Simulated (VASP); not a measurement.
# Ge2Rh2Pb (I4/mmm) in VASP: electric field gradients with PBE

Aim: the electric field gradients of Ge2Rh2Pb with PBE.

Program: VASP 6.6.1. These are calculated values, not measurements. Logs are shortened: lines on timing, memory, paths and dates and some standing lists are left out, and cuts for length are marked.

**1. The cell of the first run**

The structure is tetragonal, space group I4/mmm (No. 139). The conventional cell has a = 4.350 Å, b = 4.350 Å, c = 9.959 Å, α = 90.00°, β = 90.00°, γ = 90.00°. Within 3.3 Å of Ge (site symmetry 4mm) lie 4 Rh at 2.48 Å and 1 Ge at 2.59 Å. Rh (site symmetry -4m2) has 4 Ge at 2.48 Å and 4 Rh at 3.08 Å within 3.3 Å. Within 4.3 Å of Pb (site symmetry 4/mmm) lie 8 Rh at 3.31 Å and 10 Ge at 3.34 to 3.68 Å.

**2. Electric field gradients, PBE**

File INCAR:

```
PREC = Accurate ; ENCUT = 520
EDIFF = 1E-8 ; ISMEAR = -1
SIGMA = 0.15 ; LREAL = False
LASPH = True ; NELM = 100
ALGO = Normal ; ISIF = 2
LWAVE = False ; LCHARG = False
GGA = PE ; LEFG = True
NBANDS = 44
```

File KPOINTS:

```
Automatic mesh
0
Gamma
  12 12 12
```

File POSCAR:

```
Ge2Rh2Pb
1.0
   -2.1750666782      2.1750666782      4.9795554848
    2.1750666782     -2.1750666782      4.9795554848
    2.1750666782      2.1750666782     -4.9795554848
Ge Rh Pb
2 2 1
Direct
    0.6301257768      0.6301257768      0.0000000000
    0.3698742232      0.3698742232      0.0000000000
    0.2500000000      0.7500000000      0.5000000000
    0.7500000000      0.2500000000      0.5000000000
    0.0000000000      0.0000000000      0.0000000000
```

Potentials or basis: VASP PAW PBE potentials, release 64 (Ge_d, Rh_pv, Pb_d).

Run with:

```console
$ cat potpaw_PBE.64/Ge_d/POTCAR potpaw_PBE.64/Rh_pv/POTCAR potpaw_PBE.64/Pb_d/POTCAR > POTCAR
$ mpirun -np 1 vasp_std > vasp.out
```

OUTCAR:

```text
PREC = Accurate
   ENCUT = 520
   EDIFF = 1E-8
   ISMEAR = -1
   LREAL = False
   LASPH = True
   NELM = 100
   ISIF = 2
   GGA = PE

 ion  position               nearest neighbor table
   1  0.630  0.630  0.000-   3 2.48   4 2.48   3 2.48   4 2.48   2 2.59   5 3.34   5 3.34   5 3.34
                             5 3.34
   2  0.370  0.370  0.000-   3 2.48   4 2.48   3 2.48   4 2.48   1 2.59   5 3.34   5 3.34   5 3.34
                             5 3.34
   3  0.250  0.750  0.500-   2 2.48   1 2.48   2 2.48   1 2.48   4 3.08   4 3.08   4 3.08   4 3.08
                             5 3.31   5 3.31   5 3.31   5 3.31
   4  0.750  0.250  0.500-   2 2.48   1 2.48   2 2.48   1 2.48   3 3.08   3 3.08   3 3.08   3 3.08
                             5 3.31   5 3.31   5 3.31   5 3.31
   5  0.000  0.000  0.000-   4 3.31   3 3.31   4 3.31   3 3.31   3 3.31   4 3.31   3 3.31   4 3.31
                             1 3.34   1 3.34   2 3.34   2 3.34   1 3.34   2 3.34   1 3.34   2 3.34

  LATTYP: Found a body centered tetragonal cell.
 ALAT       =     4.3501333564
 C/A-ratio  =     2.2893806129

  Lattice vectors:

 A1 = (  -2.1750666782,   2.1750666782,   4.9795554848)
 A2 = (   2.1750666782,  -2.1750666782,   4.9795554848)
 A3 = (   2.1750666782,   2.1750666782,  -4.9795554848)

Analysis of symmetry for initial positions (statically):
=====================================================================
 Subroutine PRICEL returns:
 Original cell was already a primitive cell.

 Routine SETGRP: Setting up the symmetry group for a
 body centered tetragonal supercell.

 Subroutine GETGRP returns: Found 16 space group operations
 (whereof 16 operations were pure point group operations)
 out of a pool of 16 trial point group operations.

The static configuration has the point symmetry D_4h.

Analysis of symmetry for dynamics (positions and initial velocities):
=====================================================================
 Subroutine PRICEL returns:
 Original cell was already a primitive cell.

 Routine SETGRP: Setting up the symmetry group for a
 body centered tetragonal supercell.

 Subroutine GETGRP returns: Found 16 space group operations
 (whereof 16 operations were pure point group operations)
 out of a pool of 16 trial point group operations.

The dynamic configuration has the point symmetry D_4h.

 Subroutine INISYM returns: Found 16 space group operations
 (whereof 16 operations are pure point group operations),
 and found     1 'primitive' translations

----------------------------------------------------------------------------------------

                                     Primitive cell

  volume of cell :      94.2314

  direct lattice vectors                    reciprocal lattice vectors
    -2.175066678  2.175066678  4.979555485     0.000000000  0.229878010  0.100410569
     2.175066678 -2.175066678  4.979555485     0.229878010  0.000000000  0.100410569
     2.175066678  2.175066678 -4.979555485     0.229878010  0.229878010  0.000000000

  length of vectors
     5.853016567  5.853016567  5.853016567     0.250850916  0.250850916  0.325096600

  position of ions in fractional coordinates (direct lattice)
     0.630125777  0.630125777  0.000000000
     0.369874223  0.369874223  0.000000000
     0.250000000  0.750000000  0.500000000
     0.750000000  0.250000000  0.500000000
     0.000000000  0.000000000  0.000000000

  ion indices of the primitive-cell ions
   primitive index   ion index
                 1           1
                 2           2
                 3           3
                 4           4
                 5           5

----------------------------------------------------------------------------------------

 KPOINTS: Automatic mesh

Automatic generation of k-mesh.
 Grid dimensions read from file:
 generate k-points for:   12   12   12

 Generating k-lattice:

  Cartesian coordinates                     Fractional coordinates (reciprocal lattice)
     0.000000000  0.019156501  0.008367547     0.083333333 -0.000000000  0.000000000
     0.019156501  0.000000000  0.008367547    -0.000000000  0.083333333  0.000000000
     0.019156501  0.019156501  0.000000000     0.000000000  0.000000000  0.083333333

  Length of vectors
     0.020904243  0.020904243  0.027091383

  Shift w.r.t. Gamma in fractional coordinates (k-lattice)
     0.000000000  0.000000000  0.000000000

 Subroutine IBZKPT returns following result:
 ===========================================

 Found    163 irreducible k-points:

 Following reciprocal coordinates:
            Coordinates               Weight
  0.000000  0.000000  0.000000      1.000000
  0.083333 -0.000000  0.000000      8.000000
  0.166667 -0.000000  0.000000      8.000000
  0.250000 -0.000000  0.000000      8.000000
  0.333333 -0.000000  0.000000      8.000000
  0.416667 -0.000000  0.000000      8.000000
[... 16 lines left out ...]
  0.500000  0.166667  0.000000     16.000000
 -0.416667  0.166667  0.000000     16.000000
 [... further k-points ...]
   k-points           NKPTS =    163   k-points in BZ     NKDIM =    163   number of bands    NBANDS=     44
   number of dos      NEDOS =    301   number of ions     NIONS =      5
   total plane-waves  NPLWV = 110592
   dimension x,y,z NGX =    48 NGY =   48 NGZ =   48
   dimension x,y,z NGXF=    96 NGYF=   96 NGZF=   96
   ions per type =               2   2   1
   NGX,Y,Z   is equivalent  to a cutoff of  13.63, 13.63, 13.63 a.u.
   NGXF,Y,Z  is equivalent  to a cutoff of  27.27, 27.27, 27.27 a.u.
 SYSTEM =  unknown system
   PREC   = accura    normal or accurate (medium, high low for compatibility)
   ISTART =      0    job   : 0-new  1-cont  2-samecut
   ICHARG =      2    charge: 1-file 2-atom 10-const
   ISPIN  =      1    spin polarized calculation?
   LNONCOLLINEAR =      F non collinear calculations
   LSORBIT =      F    spin-orbit coupling
   LASPH  =      T    aspherical Exc in radial PAW
   ENCUT  =  520.0 eV  38.22 Ry    6.18 a.u.  10.88 10.88 10.88*2*pi/ulx,y,z
   NELM   =    100;   NELMIN=  2; NELMDL= -5     # of ELM steps
   EDIFF  = 0.1E-07   stopping-criterion for ELM
   LREAL  =      F    real-space projection
   EDIFFG = 0.1E-06   stopping-criterion for IOM
   NSW    =      0    number of steps for IOM
   IBRION =     -1    ionic relax: 0-MD 1-quasi-New 2-CG
   NFREE  =      0    steps in history (QN), initial steepest desc. (CG)
   ISIF   =      2    stress and relaxation
   ISYM   =      2    0-nonsym 1-usesym 2-fastsym
   POTIM  = 0.5000    time-step for ionic-motion
   TEBEG  =    0.0;   TEEND  =   0.0 temperature during run
   PSTRESS=    0.0 pullay stress
   NELECT =      72.0000    total number of electrons
   NUPDOWN=      -1.0000    fix difference up-down
   EMIN   =  10.00;   EMAX   =-10.00  energy-range for DOS
   EFERMI =   0.00;   METHOD = LEGACY
   ISMEAR =    -1;   SIGMA  =   0.15  broadening in eV -4-tet -1-fermi 0-gaus
   EFERMI_NEDOS =   21; number of points for ismear=-14 and -15
   IALGO  =     38    algorithm
   IMIX   =      4    mixing-type and parameters
     AMIX     =   0.40;   BMIX     =  1.00
     AMIX_MAG =   1.60;   BMIX_MAG =  1.00
  volume/ion in A,a.u.               =      18.85       127.18
  Fermi-wavevector in a.u.,A,eV,Ry     =   1.496651  2.828260 30.476547  2.239963
  Thomas-Fermi vector in A             =   2.608640
   LORBIT       =      0    0 simple, 1 ext, 2 COOP (PROOUT), +10 PAW based schemes
   GGA     = PE    functional components
   LHFCALC =     F    Hartree Fock is set to
   AEXX    =    0.0000 exact exchange contribution
   IVDW    =     0    specifies the selected vdW correction
   LEPSILON=     F    determine dielectric tensor
   LRPA    =     F    only Hartree local field effects (RPA)
 non-spin polarized calculation
  energy-cutoff  :      520.00
  volume of cell :       94.23
 maximum number of plane-waves:      2564
 NGX is ok and might be reduce to    48
   NGX = 21   NGY = 21   NGZ = 21

 number of electron      72.0000010 magnetization

 Free energy of the ion-electron system (eV)
  ---------------------------------------------------
  ext. energy  EPLUGINS =         0.00000000
  ---------------------------------------------------
  free energy    TOTEN  =       -28.69697009 eV

  energy without entropy =      -28.50167656  energy(sigma->0) =      -28.59932333

 E-fermi :   8.3171     XC(G=0): -11.7576

 val. band max:        8.3015276579   @ k =   0.5000   0.5000   0.0000
 cond. band min:       8.3215458193   @ k =   0.1667   0.1667   0.0000
 fundamental gap:      0.0200181614
 Fermi energy:         8.3170672932

 k-point     1 :       0.0000    0.0000    0.0000
  band No.  band energies     occupation
      1     -37.9723      2.00000
      2     -37.9723      2.00000
      3     -37.8818      2.00000
      4     -37.8818      2.00000
      5     -37.7210      2.00000
      6     -37.7017      2.00000
[... 36 lines left out ...]
     43      12.7516      0.00000
     44      13.4374      0.00000

 k-point     2 :       0.0833   -0.0000    0.0000
  band No.  band energies     occupation
      1     -37.9709      2.00000
      2     -37.9708      2.00000
      3     -37.8834      2.00000
      4     -37.8833      2.00000
      5     -37.7206      2.00000
      6     -37.7020      2.00000
[... 36 lines left out ...]
     43      12.5992      0.00000
     44      13.7315      0.00000

 k-point     3 :       0.1667   -0.0000    0.0000
  band No.  band energies     occupation
      1     -37.9666      2.00000
      2     -37.9663      2.00000
      3     -37.8883      2.00000
      4     -37.8879      2.00000
      5     -37.7196      2.00000
      6     -37.7029      2.00000
[... 976 lines left out ...]
     43      13.1469      0.00000
     44      15.5884      0.00000

 k-point    24 :      -0.4167    0.1667    0.0000
  band No.  band energies     occupation
      1     -37.9648      2.00000
      2     -37.9446      2.00000
      3     -37.9115      2.00000
      4     -37.8911      2.00000
      5     -37.7131      2.00000
      6     -37.7088      2.00000
[... 36 lines left out ...]
     43      13.4655      0.00000
     44      15.3744      0.00000

 [... further k-points ...]
[... 5 lines left out ...]
  --------------------------------------------------------------------------------------
  -------------------------------------------------------------------------------------
  Total        0.0690420      0.0690420      0.0415908      0.0000000      0.0000000      0.0000000
  in kB        1.1738919      1.1738919      0.7071515      0.0000000      0.0000000      0.0000000
  external PRESSURE =       1.0183117 kB  Pullay stress =       0.0000000 kB

 VOLUME and BASIS-vectors are now :
 -----------------------------------------------------------------------------
  energy-cutoff  :      520.00
  volume of cell :       94.23
      direct lattice vectors                 reciprocal lattice vectors
    -2.175066678  2.175066678  4.979555485     0.000000000  0.229878010  0.100410569
     2.175066678 -2.175066678  4.979555485     0.229878010  0.000000000  0.100410569
     2.175066678  2.175066678 -4.979555485     0.229878010  0.229878010  0.000000000

 POSITION                                       TOTAL-FORCE (eV/Angst)
 -----------------------------------------------------------------------------------
      0.00000      0.00000      6.27549        -0.000000     -0.000000     -0.018404
      0.00000      0.00000      3.68362         0.000000      0.000000      0.018404
      2.17507      0.00000      2.48978        -0.000000     -0.000000     -0.000000
      0.00000      2.17507      2.48978        -0.000000     -0.000000     -0.000000
      0.00000      0.00000      0.00000        -0.000000     -0.000000     -0.000000
 -----------------------------------------------------------------------------------
    total drift:                                0.000000     -0.000000      0.000000

  FREE ENERGIE OF THE ION-ELECTRON SYSTEM (eV)
  ---------------------------------------------------
  free  energy   TOTEN  =       -28.6969700867 eV

  energy  without entropy=      -28.5016765637  energy(sigma->0) =      -28.59932333

 Electric field gradients (V/A^2)
---------------------------------------------------------------------
 ion       V_xx      V_yy      V_zz      V_xy      V_xz      V_yz
---------------------------------------------------------------------
   1       0.606     0.606    -1.212    -0.001    -0.001    -0.001
   2       0.606     0.606    -1.212    -0.001    -0.001    -0.001
   3     -13.684   -13.684    27.368    -0.001    -0.001    -0.001
   4     -13.684   -13.684    27.368    -0.001    -0.001    -0.001
   5       2.932     2.932    -5.864     0.000    -0.000    -0.000
---------------------------------------------------------------------

 Electric field gradients after diagonalization (V/A^2)
 (convention: |V_zz| > |V_xx| > |V_yy|)
----------------------------------------------------------------------
 ion       V_xx      V_yy      V_zz     asymmetry (V_yy - V_xx)/ V_zz
----------------------------------------------------------------------
   1       0.607     0.605    -1.212       0.002
   2       0.607     0.605    -1.212       0.002
   3     -13.685   -13.683    27.368       0.000
   4     -13.685   -13.683    27.368       0.000
   5       2.932     2.932    -5.864       0.000
----------------------------------------------------------------------

           NMR quadrupolar parameters

 Cq : quadrupolar parameter    Cq=e*Q*V_zz/h
 eta: asymmetry parameters     (V_yy - V_xx)/ V_zz
 Q  : nuclear electric quadrupole moment in mb (millibarn)
----------------------------------------------------------------------
 ion       Cq(MHz)       eta       Q (mb)
----------------------------------------------------------------------
   1      -0.003       0.002       1.000
   2      -0.003       0.002       1.000
   3       0.066       0.000       1.000
   4       0.066       0.000       1.000
   5      -0.014       0.000       1.000
----------------------------------------------------------------------
```

Wall time 17 min (1 thread of Intel Xeon Platinum 8124M at 3.00GHz (Skylake/Cascade Lake), shared host); peak memory 0.77 GiB.

Results:

| Item | Value |
| --- | --- |
| Free energy | -28.6970 eV |
| Pressure | 0.1 GPa |
| Largest force | 0.018 eV/Å |
| Band gap on the k mesh | zero (band 36 reaches 9.11 eV, above the bottom of band 37 at 7.37 eV) |

Forces on the atoms (eV/Å):
```
Ge   0.000  0.000 -0.018
Ge   0.000  0.000  0.018
Rh   0.000  0.000  0.000
Rh   0.000  0.000  0.000
Pb   0.000  0.000  0.000
```

Levels at points of the mesh, in eV from the Fermi level:
```
           k point  band 33  band 34  band 35  band 36  band 37  band 38  band 39  band 40
(0.00, 0.00, 0.00)    -1.24    -0.42    -0.25     0.19     0.19     1.54     1.54     3.06
(0.50, 0.00, 0.00)    -2.36    -1.45    -1.42     0.67     0.94     1.63     1.81     2.60
(0.50, 0.50, 0.00)    -2.05    -1.42    -1.42    -1.10    -0.02     0.59     1.09     2.48
(0.50, 0.50, 0.50)    -1.40    -1.40    -1.24    -0.25     1.27     3.08     3.79     4.74
```

Electric field gradients, principal values (V/Å²):
| atom | least | middle | greatest (by size) |
| --- | --- | --- | --- |
| 1 Ge | 0.605 | 0.607 | -1.212 |
| 2 Ge | 0.605 | 0.607 | -1.212 |
| 3 Rh | -13.683 | -13.685 | 27.368 |
| 4 Rh | -13.683 | -13.685 | 27.368 |
| 5 Pb | 2.932 | 2.932 | -5.864 |

Caveat: without QUAD_EFG the Cq values of the log hold for a quadrupole moment of 1 mb, not for the nuclei; spin-orbit coupling is left out, which moves the levels of the heavy elements.
